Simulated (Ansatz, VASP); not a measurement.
InAs: VASP beside Ansatz

```
In As
1.0
     0.00000    3.89519    3.89519
     3.89519    0.00000    3.89519
     3.89519    3.89519    0.00000
In As
2 2
Cartesian
  3.8952 3.8952 3.8952
  5.8428 5.8428 5.8428
  0.0000 0.0000 0.0000
  1.9476 1.9476 1.9476
```

Alike in both runs: task relaxation of cell and atoms; functional PBE; k mesh 4 × 4 × 4; occupations gaussian, width 0.1 eV; no spin polarisation.

|  | VASP | Ansatz |
| --- | --- | --- |
| version | VASP 6.6.1 | Ansatz 0.2.0 |
| potentials or method | VASP PAW PBE potentials, release 64 (In_d, As), cutoff 600 eV | scalar-relativistic, plane waves, PAW |
| valence electrons in the cell | 36 | 56 |

```tsv
	VASP	Ansatz	Ansatz less VASP
gap on the k mesh at the Fermi level, each at its own relaxed structure (eV)	none	none	-
relaxed volume (Å³/atom)	22.71	22.66	-0.051
relaxed length of the cell vector where the two differ most in proportion (Å)	5.046	5.042	-0.0038
```

A gap of «none» marks a metal or a gap that the smearing closes. VASP's potentials hold 36 valence electrons a cell and Ansatz's 56, so a difference there can come from the potentials and not from the codes.

Noted on VASP's run: the volume moved by over 15 % at a fixed basis, so the end points are rough.
